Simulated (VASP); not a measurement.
# BeSi (R-3m) in VASP: a series of runs

Runs on BeSi. Level: PBE. Tasks: single point, relaxation of cell and atoms.

All numbers are computed with VASP 6.6.1; they aren't measurements. Logs are shortened: lines on timing, memory, paths and dates and some standing lists are left out, and cuts for length are marked.

### 1 The cell of the first run

Symmetry: R-3m, No. 166, trigonal system. The conventional cell has a = 2.795 Å, b = 2.795 Å, c = 10.478 Å, α = 90.00°, β = 90.00°, γ = 120.00°. Within 3.1 Å of Be (site symmetry -3m) lie 6 Si at 2.38 Å and 6 Be at 2.80 Å. Si (site symmetry -3m) has 6 Be at 2.38 Å and 6 Si at 2.80 Å within 3.1 Å.

### 2 Single point, PBE

Input file INCAR:

```
SYSTEM = BeSi
  PREC = Accurate
  ENCUT = 520
  EDIFF = 1E-6
  ISMEAR = 0
  SIGMA = 0.1
  LREAL = .False.
  LASPH = .True.
  NELM = 100
  ALGO = Normal
  ISIF = 2
  LWAVE = .False.
  LCHARG = .False.
  GGA = PE
  NBANDS = 10
```

Input file KPOINTS:

```
regular mesh
0
Gamma
  24 24 24
  0 0 0
```

Input file POSCAR:

```
BeSi
1.0
    1.3977274639      0.8069783275      3.4926495940
   -1.3977274639      0.8069783275      3.4926495940
    0.0000000000     -1.6139566551      3.4926495940
Be Si
1 1
Direct
    0.0000000000      0.0000000000      0.0000000000
    0.5000000000      0.5000000000      0.5000000000
```

Potentials or basis: VASP PAW PBE potentials, release 64 (Be, Si).

Started as:

```
$ cat potpaw_PBE.64/Be/POTCAR potpaw_PBE.64/Si/POTCAR > POTCAR
$ mpirun -np 1 vasp_std > vasp.out
```

OUTCAR:

```text
SYSTEM = BeSi
   PREC = Accurate
   ENCUT = 520
   EDIFF = 1E-6
   ISMEAR = 0
   LREAL = .False.
   LASPH = .True.
   NELM = 100
   ISIF = 2
   GGA = PE

 ion  position               nearest neighbor table
   1  0.000  0.000  0.000-   2 2.38   2 2.38   2 2.38   2 2.38   2 2.38   2 2.38
   2  0.500  0.500  0.500-   1 2.38   1 2.38   1 2.38   1 2.38   1 2.38   1 2.38

  LATTYP: Found a trigonal (rhomboedric) cell.
 ALAT       =     3.8475261235
 COS(alpha) =     0.7360559729

  Lattice vectors:

 A1 = (   1.3977274639,   0.8069783275,   3.4926495940)
 A2 = (  -1.3977274639,   0.8069783275,   3.4926495940)
 A3 = (   0.0000000000,  -1.6139566551,   3.4926495940)

Analysis of symmetry for initial positions (statically):
=====================================================================
 Subroutine PRICEL returns:
 Original cell was already a primitive cell.

 Routine SETGRP: Setting up the symmetry group for a
 trigonal (rhombohedral) supercell.

 Subroutine GETGRP returns: Found 12 space group operations
 (whereof 12 operations were pure point group operations)
 out of a pool of 12 trial point group operations.

The static configuration has the point symmetry D_3d.

Analysis of symmetry for dynamics (positions and initial velocities):
=====================================================================
 Subroutine PRICEL returns:
 Original cell was already a primitive cell.

 Routine SETGRP: Setting up the symmetry group for a
 trigonal (rhombohedral) supercell.

 Subroutine GETGRP returns: Found 12 space group operations
 (whereof 12 operations were pure point group operations)
 out of a pool of 12 trial point group operations.

The dynamic configuration has the point symmetry D_3d.

 Subroutine INISYM returns: Found 12 space group operations
 (whereof 12 operations are pure point group operations),
 and found     1 'primitive' translations

----------------------------------------------------------------------------------------

                                     Primitive cell

  volume of cell :      23.6369

  direct lattice vectors                    reciprocal lattice vectors
     1.397727464  0.806978327  3.492649594     0.357723528  0.206531775  0.095438527
    -1.397727464  0.806978327  3.492649594    -0.357723528  0.206531775  0.095438527
     0.000000000 -1.613956655  3.492649594     0.000000000 -0.413063551  0.095438527

  length of vectors
     3.847526123  3.847526123  3.847526123     0.423945762  0.423945762  0.423945762

  position of ions in fractional coordinates (direct lattice)
     0.000000000  0.000000000  0.000000000
     0.500000000  0.500000000  0.500000000

  ion indices of the primitive-cell ions
   primitive index   ion index
                 1           1
                 2           2

----------------------------------------------------------------------------------------

 KPOINTS: regular mesh

Automatic generation of k-mesh.
 Grid dimensions read from file:
 generate k-points for:   24   24   24

 Generating k-lattice:

  Cartesian coordinates                     Fractional coordinates (reciprocal lattice)
     0.014905147  0.008605491  0.003976605     0.041666667  0.000000000  0.000000000
    -0.014905147  0.008605491  0.003976605     0.000000000  0.041666667  0.000000000
     0.000000000 -0.017210981  0.003976605     0.000000000  0.000000000  0.041666667

  Length of vectors
     0.017664407  0.017664407  0.017664407

  Shift w.r.t. Gamma in fractional coordinates (k-lattice)
     0.000000000  0.000000000  0.000000000

 Subroutine IBZKPT returns following result:
 ===========================================

 Found   1313 irreducible k-points:

 Following reciprocal coordinates:
            Coordinates               Weight
  0.000000  0.000000  0.000000      1.000000
  0.041667 -0.000000 -0.000000      6.000000
  0.083333  0.000000  0.000000      6.000000
  0.125000 -0.000000  0.000000      6.000000
  0.166667  0.000000  0.000000      6.000000
  0.208333  0.000000  0.000000      6.000000
[... 16 lines left out ...]
  0.416667  0.041667  0.000000     12.000000
  0.458333  0.041667  0.000000     12.000000
 [... further k-points ...]
   k-points           NKPTS =   1313   k-points in BZ     NKDIM =   1313   number of bands    NBANDS=     10
   number of dos      NEDOS =    301   number of ions     NIONS =      2
   total plane-waves  NPLWV =  27000
   dimension x,y,z NGX =    30 NGY =   30 NGZ =   30
   dimension x,y,z NGXF=    60 NGYF=   60 NGZF=   60
   ions per type =               1   1
   NGX,Y,Z   is equivalent  to a cutoff of  12.96, 12.96, 12.96 a.u.
   NGXF,Y,Z  is equivalent  to a cutoff of  25.93, 25.93, 25.93 a.u.
 SYSTEM =  BeSi
   PREC   = accura    normal or accurate (medium, high low for compatibility)
   ISTART =      0    job   : 0-new  1-cont  2-samecut
   ICHARG =      2    charge: 1-file 2-atom 10-const
   ISPIN  =      1    spin polarized calculation?
   LNONCOLLINEAR =      F non collinear calculations
   LSORBIT =      F    spin-orbit coupling
   LASPH  =      T    aspherical Exc in radial PAW
   ENCUT  =  520.0 eV  38.22 Ry    6.18 a.u.   7.15  7.15  7.15*2*pi/ulx,y,z
   NELM   =    100;   NELMIN=  2; NELMDL= -5     # of ELM steps
   EDIFF  = 0.1E-05   stopping-criterion for ELM
   LREAL  =      F    real-space projection
   EDIFFG = 0.1E-04   stopping-criterion for IOM
   NSW    =      0    number of steps for IOM
   IBRION =     -1    ionic relax: 0-MD 1-quasi-New 2-CG
   NFREE  =      0    steps in history (QN), initial steepest desc. (CG)
   ISIF   =      2    stress and relaxation
   ISYM   =      2    0-nonsym 1-usesym 2-fastsym
   POTIM  = 0.5000    time-step for ionic-motion
   TEBEG  =    0.0;   TEEND  =   0.0 temperature during run
   PSTRESS=    0.0 pullay stress
   NELECT =       6.0000    total number of electrons
   NUPDOWN=      -1.0000    fix difference up-down
   EMIN   =  10.00;   EMAX   =-10.00  energy-range for DOS
   EFERMI =   0.00;   METHOD = LEGACY
   ISMEAR =     0;   SIGMA  =   0.10  broadening in eV -4-tet -1-fermi 0-gaus
   EFERMI_NEDOS =   21; number of points for ismear=-14 and -15
   IALGO  =     38    algorithm
   IMIX   =      4    mixing-type and parameters
     AMIX     =   0.40;   BMIX     =  1.00
     AMIX_MAG =   1.60;   BMIX_MAG =  1.00
  volume/ion in A,a.u.               =      11.82        79.75
  Fermi-wavevector in a.u.,A,eV,Ry     =   1.036561  1.958817 14.618910  1.074460
  Thomas-Fermi vector in A             =   2.170958
   LORBIT       =      0    0 simple, 1 ext, 2 COOP (PROOUT), +10 PAW based schemes
   GGA     = PE    functional components
   LHFCALC =     F    Hartree Fock is set to
   AEXX    =    0.0000 exact exchange contribution
   IVDW    =     0    specifies the selected vdW correction
   LEPSILON=     F    determine dielectric tensor
   LRPA    =     F    only Hartree local field effects (RPA)
 non-spin polarized calculation
 Gauss-broadening in eV      SIGMA  =   0.10
  energy-cutoff  :      520.00
  volume of cell :       23.64
 maximum number of plane-waves:       649
 NGX is ok and might be reduce to    30
   NGX = 15   NGY = 15   NGZ = 15

 number of electron       6.0000000 magnetization

 Free energy of the ion-electron system (eV)
  ---------------------------------------------------
  ext. energy  EPLUGINS =         0.00000000
  ---------------------------------------------------
  free energy    TOTEN  =        -8.44463565 eV

  energy without entropy =       -8.44219387  energy(sigma->0) =       -8.44341476

 E-fermi :   8.6088     XC(G=0): -10.7394

 val. band max:        8.6070672704   @ k =  -0.3750  -0.3750   0.0833
 cond. band min:       8.6100393189   @ k =  -0.3750  -0.4167   0.0417
 fundamental gap:      0.0029720485
 Fermi energy:         8.6087688242

 k-point     1 :       0.0000    0.0000    0.0000
  band No.  band energies     occupation
      1      -4.8020      2.00000
      2       4.8928      2.00000
      3       8.7202      0.11498
      4      15.9066      0.00000
      5      15.9066      0.00000
      6      19.6959      0.00000
      7      19.6959      0.00000
      8      20.4237      0.00000
      9      20.4237      0.00000
     10      22.4524      0.00000

 k-point     2 :       0.0417   -0.0000   -0.0000
  band No.  band energies     occupation
      1      -4.7594      2.00000
      2       4.9116      2.00000
      3       8.7689      0.02355
      4      15.5526      0.00000
      5      15.7791      0.00000
      6      19.3621      0.00000
      7      19.5572      0.00000
      8      20.2167      0.00000
      9      20.4217      0.00000
     10      21.8353      0.00000

 k-point     3 :       0.0833    0.0000    0.0000
  band No.  band energies     occupation
      1      -4.6315      2.00000
      2       4.9690      2.00000
      3       8.9080      0.00002
      4      14.6368      0.00000
      5      15.4599      0.00000
      6      18.6167      0.00000
      7      18.9497      0.00000
      8      19.6399      0.00000
      9      20.8640      0.00000
     10      21.2423      0.00000

 k-point     4 :       0.1250   -0.0000    0.0000
  band No.  band energies     occupation
      1      -4.4187      2.00000
      2       5.0685      2.00000
      3       9.1098      0.00000
      4      13.4481      0.00000
      5      15.0582      0.00000
      6      17.6178      0.00000
      7      18.1753      0.00000
      8      18.9857      0.00000
      9      20.8674      0.00000
     10      21.6390      0.00000
[... 222 lines left out ...]
 k-point    22 :       0.3750    0.0417    0.0000
  band No.  band energies     occupation
      1      -1.6781      2.00000
      2       5.2233      2.00000
      3       6.3045      2.00000
      4      11.7273      0.00000
      5      13.1361      0.00000
      6      13.5026      0.00000
      7      14.3215      0.00000
      8      17.1421      0.00000
      9      19.7451      0.00000
     10      22.1315      0.00000

 k-point    23 :       0.4167    0.0417    0.0000
  band No.  band energies     occupation
      1      -0.9346      2.00000
      2       4.0523      2.00000
      3       6.7749      2.00000
      4      10.8702      0.00000
      5      12.9849      0.00000
      6      13.8470      0.00000
      7      14.4220      0.00000
      8      16.9277      0.00000
      9      19.2777      0.00000
     10      21.2309      0.00000

 k-point    24 :       0.4583    0.0417    0.0000
  band No.  band energies     occupation
      1      -0.1380      2.00000
      2       2.9676      2.00000
      3       7.3143      2.00000
      4      10.0603      0.00000
      5      12.8672      0.00000
      6      13.7030      0.00000
      7      15.1061      0.00000
      8      16.8073      0.00000
      9      18.5887      0.00000
     10      20.7812      0.00000

 [... further k-points ...]

------------------------ aborting loop because EDIFF is reached ----------------------------------------

  FORCE on cell =-STRESS in cart. coord.  units (eV):
  Direction    XX          YY          ZZ          XY          YZ          ZX
  --------------------------------------------------------------------------------------
  -------------------------------------------------------------------------------------
  Total       -0.0041223     -0.0041223      0.0019802      0.0000000     -0.0000000      0.0000000
  in kB       -0.2794225     -0.2794225      0.1342228      0.0000000     -0.0000000      0.0000000
  external PRESSURE =      -0.1415407 kB  Pullay stress =       0.0000000 kB

 VOLUME and BASIS-vectors are now :
 -----------------------------------------------------------------------------
  energy-cutoff  :      520.00
  volume of cell :       23.64
      direct lattice vectors                 reciprocal lattice vectors
     1.397727464  0.806978327  3.492649594     0.357723528  0.206531775  0.095438527
    -1.397727464  0.806978327  3.492649594    -0.357723528  0.206531775  0.095438527
     0.000000000 -1.613956655  3.492649594     0.000000000 -0.413063551  0.095438527

 POSITION                                       TOTAL-FORCE (eV/Angst)
 -----------------------------------------------------------------------------------
      0.00000      0.00000      0.00000         0.000000      0.000000     -0.000000
      0.00000     -0.00000      5.23897        -0.000000     -0.000000      0.000000
 -----------------------------------------------------------------------------------
    total drift:                                0.000000      0.000000     -0.000000

  FREE ENERGIE OF THE ION-ELECTRON SYSTEM (eV)
  ---------------------------------------------------
  free  energy   TOTEN  =        -8.4446356492 eV

  energy  without entropy=       -8.4421938664  energy(sigma->0) =       -8.44341476
```

It took 11 min on 1 thread of Oxide Virtual Turin-like, shared host; peak memory 0.39 GiB.

Results:

```yaml
Free_energy: -8.4446 eV
Pressure: 0.0 GPa
Band_gap_on_the_k_mesh: zero (bands 3 and 4 overlap by 10.61 eV)
```

### 3 Relaxation of cell and atoms, PBE

This run uses another cell than the first one, of 11.86 Å³/atom.

Input file INCAR:

```
SYSTEM = BeSi
ALGO = Normal
EDIFF = 1E-6
EDIFFG = -0.01
ENCUT = 600
GGA = PE
IBRION = 2
ISIF = 3
ISMEAR = 0
LASPH = .TRUE.
LCHARG = .FALSE.
LREAL = .FALSE.
LWAVE = .FALSE.
NELM = 100
NSW = 100
PREC = Accurate
SIGMA = 0.1
```

Input file KPOINTS:

```
k-points
0
G
  24 24 24
  0 0 0
```

Input file POSCAR:

```
BeSi
1.0
    1.4059715578      0.8117380573      3.4651599990
   -1.4059715578      0.8117380573      3.4651599990
    0.0000000000     -1.6234761147      3.4651599990
Be Si
1 1
Direct
    0.0000000000      0.0000000000      0.0000000000
    0.5000000000      0.5000000000      0.5000000000
```

Potentials or basis: VASP PAW PBE potentials, release 64 (Be, Si).

Started as:

```
$ cat potpaw_PBE.64/Be/POTCAR potpaw_PBE.64/Si/POTCAR > POTCAR
$ mpirun -np 1 vasp_std > vasp.out
```

It took 17 min on 1 thread of Oxide Virtual Turin-like, shared host; peak memory 0.4 GiB.

It converged, with:

```yaml
Free_energy: -8.4447 eV
Relaxed_volume: 11.81 Å³/atom
Relaxed_cell: a = 3.848 Å, b = 3.848 Å, c = 3.848 Å, α = 42.59°, β = 42.59°, γ = 42.59°
Space_group_after_relaxing_to_0.1_Å: R-3m (No. 166)
Energy_gained_by_relaxing: 0.8 meV/atom
Ionic_steps: 4
Pressure_after_relaxing: 0.0 GPa
Band_gap_on_the_k_mesh: zero (bands 3 and 4 overlap by 10.61 eV)
```

Step by step:
```csv
step,energy change (eV),largest force (eV/Å),pressure (GPa),volume (Å³)
1,0.0000,0.0000,0.03,23.73
2,-0.0013,0.0000,-0.26,23.74
3,-0.0015,0.0000,-0.42,23.74
4,-0.0016,0.0000,0.04,23.62
```

Final structure:
```
Be Si
1.0
     1.39722    0.80669    3.49305
    -1.39722    0.80669    3.49305
     0.00000   -1.61337    3.49305
Be Si
1 1
Cartesian
  0.0000 1.6134 6.9861
  0.0000 0.0000 5.2396
```

Levels at points of the mesh, in eV from the Fermi level:
```tsv
k point	band 1	band 2	band 3	band 4	band 5	band 6	band 7
(0.00, 0.00, 0.00)	-13.42	-3.72	0.10	7.31	7.31	11.09	11.09
(0.50, 0.00, 0.00)	-7.92	-6.70	-0.31	0.29	4.71	5.21	6.78
(0.50, 0.50, 0.00)	-6.66	-6.48	-3.73	-0.19	2.22	5.67	10.32
(0.50, 0.50, 0.50)	-11.99	-8.76	7.47	7.47	8.25	8.25	9.45
```
